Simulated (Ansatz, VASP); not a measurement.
PdPt2Se6: VASP beside Ansatz

```
CELL_PARAMETERS angstrom
-3.24589 5.62163 -0.02158
-6.49121 0.00029 0.00407
-3.25000 1.84905 6.43568
ATOMIC_POSITIONS crystal
Pd 0.99999 0.00000 0.00002
Pt 0.33330 0.33332 0.00007
Pt 0.66669 0.66670 0.99994
Se 0.06596 0.40235 0.79688
Se 0.39931 0.73536 0.79685
Se 0.73229 0.06900 0.79685
Se 0.26765 0.93109 0.20313
Se 0.60067 0.26456 0.20312
Se 0.93416 0.59761 0.20315
```

Change from the starting cell: cell x1, atoms moved at random (sigma 0.1 Å) and cell strained at random (1.5 %), then relaxed without symmetry.

Alike in both runs: functional PBE; k mesh 4 × 4 × 4; occupations gaussian, width 0.1 eV; no spin polarisation.

Ansatz relaxed the structure, and its values are those at the end. VASP's run is a single point on that final structure, the one shown.

|  | VASP | Ansatz |
| --- | --- | --- |
| version | VASP 6.6.1 | Ansatz 0.2.0 |
| potentials or method | VASP PAW PBE potentials, release 64 (Pd, Pt, Se), cutoff 520 eV | scalar-relativistic, plane waves, PAW |
| valence electrons in the cell | 66 | 150 |

|  | VASP | Ansatz | Ansatz less VASP |
| --- | --- | --- | --- |
| gap on the k mesh at the Fermi level (eV) | 0.62 | 0.63 | +0.010 |
| least direct gap on the mesh (eV) | 0.80 | 0.81 | +0.011 |
| pressure (GPa) | -0.1 | 0.0 | +0.02 |
| rms of the force components (eV/Å) | 0.005 | 0.004 | -0.0010 |

VASP's potentials hold 66 valence electrons a cell and Ansatz's 150, so a difference there can come from the potentials and not from the codes.

Neither program's run includes spin-orbit coupling.
